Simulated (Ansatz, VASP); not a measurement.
# Two plane-wave programs on MgGeSb2

```
CELL_PARAMETERS angstrom
4.44600 0.00000 0.00000
0.00000 4.44600 0.00000
0.00000 0.00000 6.55950
ATOMIC_POSITIONS crystal
Mg 0.00000 0.00000 0.00000
Sb 0.00000 0.50000 0.26075
Sb 0.50000 0.00000 0.73925
Ge 0.50000 0.50000 0.50000
```

Alike in both runs: task single point; functional r2SCAN; k mesh 6 × 6 × 4; occupations fermi-dirac, width 0.02 eV; no spin polarisation.

```csv
,VASP,Ansatz
version,VASP 6.6.1,Ansatz 0.2.0
potentials or method,"VASP PAW PBE potentials, release 64 (Mg, Sb, Ge_d)","plane waves, PAW"
plane-wave cutoff (eV),520,500
valence electrons in the cell,26,54
```

VASP gave:

| Item | Value |
| --- | --- |
| pressure (GPa) | -1.2 |
| rms of the force components (eV/Å) | 0.002 |

Problem. Which values does Ansatz return?

Solution. Pressure (GPa): -1.2; rms of the force components (eV/Å): 0.012.

VASP's potentials were made for PBE, not for r2SCAN. The functional is the same, so the differences come from potentials, cutoffs and numerics. VASP's potentials hold 26 valence electrons a cell and Ansatz's 54, so a difference there can come from the potentials and not from the codes.

Spin-orbit coupling is off throughout.
